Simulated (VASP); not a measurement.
# Ir in VASP: notebook

The runs below take Ir through single point, with PBE.

Everything below comes from runs of VASP 6.6.1. Logs are shortened: lines on timing, memory, paths and dates and some standing lists are left out, and cuts for length are marked.

### Step 1. The cell of the first run

The structure is cubic, space group Fm-3m (No. 225). Conventional cell: a = 3.993 Å, b = 3.993 Å, c = 3.993 Å, α = 90.00°, β = 90.00°, γ = 90.00°. Ir (site symmetry m-3m) has 12 Ir at 2.82 Å within 3.7 Å.

### Step 2. Single point, PBE (strain +0.040 along x and y, +0.040 along z)

INCAR

```
SYSTEM = Ir
PREC = Accurate
ENCUT = 520
EDIFF = 1E-6
ISMEAR = 0
SIGMA = 0.15
LREAL = .FALSE.
LASPH = .TRUE.
NELM = 80
ALGO = Fast
ISIF = 2
LWAVE = .FALSE.
LCHARG = .TRUE.
GGA = PE
LELF = .TRUE.
LVHAR = .TRUE.
NBANDS = 10
```

KPOINTS

```
Automatic mesh
0
G
  22 22 22
  0 0 0
```

POSCAR

```
Ir
1.0
    0.0000000000      1.9964880000      1.9964880000
    1.9964880000      0.0000000000      1.9964880000
    1.9964880000      1.9964880000      0.0000000000
Ir
1
Direct
    0.0000000000      0.0000000000      0.0000000000
```

Potentials or basis: VASP PAW PBE potentials, release 64 (Ir).

The run is started by

```bash
> cat potpaw_PBE.64/Ir/POTCAR > POTCAR
> mpirun -np 1 vasp_std > vasp.out
```

OUTCAR:

```text
SYSTEM = Ir
   PREC = Accurate
   ENCUT = 520
   EDIFF = 1E-6
   ISMEAR = 0
   LREAL = .FALSE.
   LASPH = .TRUE.
   NELM = 80
   ISIF = 2
   GGA = PE

 ion  position               nearest neighbor table
   1  0.000  0.000  0.000-

  LATTYP: Found a face centered cubic cell.
 ALAT       =     3.9929760000

  Lattice vectors:

 A1 = (   0.0000000000,   1.9964880000,   1.9964880000)
 A2 = (   1.9964880000,   0.0000000000,   1.9964880000)
 A3 = (   1.9964880000,   1.9964880000,   0.0000000000)

Analysis of symmetry for initial positions (statically):
=====================================================================
 Subroutine PRICEL returns:
 Original cell was already a primitive cell.

 Routine SETGRP: Setting up the symmetry group for a
 face centered cubic supercell.

 Subroutine GETGRP returns: Found 48 space group operations
 (whereof 48 operations were pure point group operations)
 out of a pool of 48 trial point group operations.

The static configuration has the point symmetry O_h .

Analysis of symmetry for dynamics (positions and initial velocities):
=====================================================================
 Subroutine PRICEL returns:
 Original cell was already a primitive cell.

 Routine SETGRP: Setting up the symmetry group for a
 face centered cubic supercell.

 Subroutine GETGRP returns: Found 48 space group operations
 (whereof 48 operations were pure point group operations)
 out of a pool of 48 trial point group operations.

The dynamic configuration has the point symmetry O_h .

 Subroutine INISYM returns: Found 48 space group operations
 (whereof 48 operations are pure point group operations),
 and found     1 'primitive' translations

----------------------------------------------------------------------------------------

                                     Primitive cell

  volume of cell :      15.9159

  direct lattice vectors                    reciprocal lattice vectors
     0.000000000  1.996488000  1.996488000    -0.250439772  0.250439772  0.250439772
     1.996488000  0.000000000  1.996488000     0.250439772 -0.250439772  0.250439772
     1.996488000  1.996488000  0.000000000     0.250439772  0.250439772 -0.250439772

  length of vectors
     2.823460407  2.823460407  2.823460407     0.433774410  0.433774410  0.433774410

  position of ions in fractional coordinates (direct lattice)
     0.000000000  0.000000000  0.000000000

  ion indices of the primitive-cell ions
   primitive index   ion index
                 1           1

----------------------------------------------------------------------------------------

 KPOINTS: Automatic mesh

Automatic generation of k-mesh.
 Grid dimensions read from file:
 generate k-points for:   22   22   22

 Generating k-lattice:

  Cartesian coordinates                     Fractional coordinates (reciprocal lattice)
    -0.011383626  0.011383626  0.011383626     0.045454545  0.000000000  0.000000000
     0.011383626 -0.011383626  0.011383626     0.000000000  0.045454545  0.000000000
     0.011383626  0.011383626 -0.011383626     0.000000000  0.000000000  0.045454545

  Length of vectors
     0.019717019  0.019717019  0.019717019

  Shift w.r.t. Gamma in fractional coordinates (k-lattice)
     0.000000000  0.000000000  0.000000000

 Subroutine IBZKPT returns following result:
 ===========================================

 Found    328 irreducible k-points:

 Following reciprocal coordinates:
            Coordinates               Weight
  0.000000  0.000000  0.000000      1.000000
  0.045455  0.000000  0.000000      8.000000
  0.090909  0.000000  0.000000      8.000000
  0.136364  0.000000  0.000000      8.000000
  0.181818  0.000000  0.000000      8.000000
  0.227273  0.000000  0.000000      8.000000
[... 16 lines left out ...]
  0.500000  0.045455  0.000000     24.000000
 -0.454545  0.045455  0.000000     24.000000
 [... further k-points ...]
   k-points           NKPTS =    328   k-points in BZ     NKDIM =    328   number of bands    NBANDS=     10
   number of dos      NEDOS =    301   number of ions     NIONS =      1
   total plane-waves  NPLWV =  13824
   dimension x,y,z NGX =    24 NGY =   24 NGZ =   24
   dimension x,y,z NGXF=    48 NGYF=   48 NGZF=   48
   ions per type =               1
   NGX,Y,Z   is equivalent  to a cutoff of  14.13, 14.13, 14.13 a.u.
   NGXF,Y,Z  is equivalent  to a cutoff of  28.26, 28.26, 28.26 a.u.
 SYSTEM =  Ir
   PREC   = accura    normal or accurate (medium, high low for compatibility)
   ISTART =      0    job   : 0-new  1-cont  2-samecut
   ICHARG =      2    charge: 1-file 2-atom 10-const
   ISPIN  =      1    spin polarized calculation?
   LNONCOLLINEAR =      F non collinear calculations
   LSORBIT =      F    spin-orbit coupling
   LASPH  =      T    aspherical Exc in radial PAW
   ENCUT  =  520.0 eV  38.22 Ry    6.18 a.u.   5.25  5.25  5.25*2*pi/ulx,y,z
   NELM   =     80;   NELMIN=  2; NELMDL= -5     # of ELM steps
   EDIFF  = 0.1E-05   stopping-criterion for ELM
   LREAL  =      F    real-space projection
   EDIFFG = 0.1E-04   stopping-criterion for IOM
   NSW    =      0    number of steps for IOM
   IBRION =     -1    ionic relax: 0-MD 1-quasi-New 2-CG
   NFREE  =      0    steps in history (QN), initial steepest desc. (CG)
   ISIF   =      2    stress and relaxation
   ISYM   =      2    0-nonsym 1-usesym 2-fastsym
   POTIM  = 0.5000    time-step for ionic-motion
   TEBEG  =    0.0;   TEEND  =   0.0 temperature during run
   PSTRESS=    0.0 pullay stress
   NELECT =       9.0000    total number of electrons
   NUPDOWN=      -1.0000    fix difference up-down
   EMIN   =  10.00;   EMAX   =-10.00  energy-range for DOS
   EFERMI =   0.00;   METHOD = LEGACY
   ISMEAR =     0;   SIGMA  =   0.15  broadening in eV -4-tet -1-fermi 0-gaus
   EFERMI_NEDOS =   21; number of points for ismear=-14 and -15
   IALGO  =     68    algorithm
   IMIX   =      4    mixing-type and parameters
     AMIX     =   0.40;   BMIX     =  1.00
     AMIX_MAG =   1.60;   BMIX_MAG =  1.00
  volume/ion in A,a.u.               =      15.92       107.41
  Fermi-wavevector in a.u.,A,eV,Ry     =   1.353772  2.558259 24.935391  1.832700
  Thomas-Fermi vector in A             =   2.481000
   LORBIT       =      0    0 simple, 1 ext, 2 COOP (PROOUT), +10 PAW based schemes
   GGA     = PE    functional components
   LHFCALC =     F    Hartree Fock is set to
   AEXX    =    0.0000 exact exchange contribution
   IVDW    =     0    specifies the selected vdW correction
   LEPSILON=     F    determine dielectric tensor
   LRPA    =     F    only Hartree local field effects (RPA)
 non-spin polarized calculation
 RMM-DIIS sequential band-by-band and
 Gauss-broadening in eV      SIGMA  =   0.15
  energy-cutoff  :      520.00
  volume of cell :       15.92
 maximum number of plane-waves:       444
 NGX is ok and might be reduce to    24
   NGX = 11   NGY = 11   NGZ = 11

 number of electron       8.9999999 magnetization

 Free energy of the ion-electron system (eV)
  ---------------------------------------------------
  ext. energy  EPLUGINS =         0.00000000
  ---------------------------------------------------
  free energy    TOTEN  =        -8.73295203 eV

  energy without entropy =       -8.71817765  energy(sigma->0) =       -8.72556484

 E-fermi :   8.4468     XC(G=0): -13.2945

 val. band max:        8.4272339637   @ k =  -0.1818   0.1364   0.0455
 cond. band min:       8.4475563378   @ k =   0.3182   0.1818   0.0455
 fundamental gap:      0.0203223741
 Fermi energy:         8.4468281165

 k-point     1 :       0.0000    0.0000    0.0000
  band No.  band energies     occupation
      1      -1.4193      2.00000
      2       5.2347      2.00000
      3       5.2347      2.00000
      4       5.2347      2.00000
      5       7.4587      2.00000
      6       7.4587      2.00000
      7      22.9723      0.00000
      8      27.8720      0.00000
      9      27.8720      0.00000
     10      27.8720      0.00000

 k-point     2 :       0.0455    0.0000    0.0000
  band No.  band energies     occupation
      1      -1.3376      2.00000
      2       5.1942      2.00000
      3       5.2690      2.00000
      4       5.2690      2.00000
      5       7.4382      2.00000
      6       7.4382      2.00000
      7      23.1047      0.00000
      8      27.3711      0.00000
      9      27.9974      0.00000
     10      27.9974      0.00000

 k-point     3 :       0.0909    0.0000    0.0000
  band No.  band energies     occupation
      1      -1.0973      2.00000
      2       5.0839      2.00000
      3       5.3634      2.00000
      4       5.3634      2.00000
      5       7.3877      2.00000
      6       7.3877      2.00000
      7      23.4781      0.00000
      8      26.2822      0.00000
      9      28.3646      0.00000
     10      28.3646      0.00000

 k-point     4 :       0.1364    0.0000    0.0000
  band No.  band energies     occupation
      1      -0.7138      2.00000
      2       4.9359      2.00000
      3       5.4900      2.00000
      4       5.4900      2.00000
      5       7.3427      2.00000
      6       7.3427      2.00000
      7      24.0128      0.00000
      8      25.0212      0.00000
      9      28.9459      0.00000
     10      28.9459      0.00000
[... 222 lines left out ...]
 k-point    22 :       0.4545    0.0455    0.0000
  band No.  band energies     occupation
      1       1.6081      2.00000
      2       5.1355      2.00000
      3       5.2670      2.00000
      4       7.1444      2.00000
      5       9.1299      0.00000
      6       9.2884      0.00000
      7      15.4026      0.00000
      8      22.7770      0.00000
      9      27.2243      0.00000
     10      27.5807      0.00000

 k-point    23 :       0.5000    0.0455    0.0000
  band No.  band energies     occupation
      1       1.6146      2.00000
      2       5.1024      2.00000
      3       5.2217      2.00000
      4       7.5922      2.00000
      5       9.1855      0.00000
      6       9.6111      0.00000
      7      14.6456      0.00000
      8      22.6250      0.00000
      9      27.0790      0.00000
     10      27.1179      0.00000

 k-point    24 :      -0.4545    0.0455    0.0000
  band No.  band energies     occupation
      1       1.6143      2.00000
      2       5.1182      2.00000
      3       5.2215      2.00000
      4       7.5163      2.00000
      5       9.0760      0.00000
      6       9.6149      0.00000
      7      14.8126      0.00000
      8      22.6555      0.00000
      9      26.9392      0.00000
     10      27.3894      0.00000

 [... further k-points ...]
[... 5 lines left out ...]
  --------------------------------------------------------------------------------------
  -------------------------------------------------------------------------------------
  Total       -2.5211312     -2.5211312     -2.5211312      0.0000000     -0.0000000      0.0000000
  in kB     -253.7908253   -253.7908253   -253.7908253      0.0000000     -0.0000000      0.0000000
  external PRESSURE =    -253.7908253 kB  Pullay stress =       0.0000000 kB

 VOLUME and BASIS-vectors are now :
 -----------------------------------------------------------------------------
  energy-cutoff  :      520.00
  volume of cell :       15.92
      direct lattice vectors                 reciprocal lattice vectors
     0.000000000  1.996488000  1.996488000    -0.250439772  0.250439772  0.250439772
     1.996488000  0.000000000  1.996488000     0.250439772 -0.250439772  0.250439772
     1.996488000  1.996488000  0.000000000     0.250439772  0.250439772 -0.250439772

 POSITION                                       TOTAL-FORCE (eV/Angst)
 -----------------------------------------------------------------------------------
      0.00000      0.00000      0.00000        -0.000000     -0.000000      0.000000
 -----------------------------------------------------------------------------------
    total drift:                               -0.000000     -0.000000     -0.000000

  FREE ENERGIE OF THE ION-ELECTRON SYSTEM (eV)
  ---------------------------------------------------
  free  energy   TOTEN  =        -8.7329520337 eV

  energy  without entropy=       -8.7181776505  energy(sigma->0) =       -8.72556484
```

It took 83 s on 1 thread of Intel Xeon Platinum 8259CL at 2.50GHz (Skylake/Cascade Lake), shared host; peak memory 0.19 GiB.

What came out:

```yaml
Free_energy: -8.7330 eV
Pressure: -25.4 GPa
Band_gap_on_the_k_mesh: zero (an odd number of electrons rules out a gap without spin polarisation)
```

Caveat: the cell differs from its parent crystal (strain +0.040 along x and y, +0.040 along z); the cell stands under tension; spin-orbit coupling is left out, which moves the levels of the heavy elements.

[end of part 1 of 2]
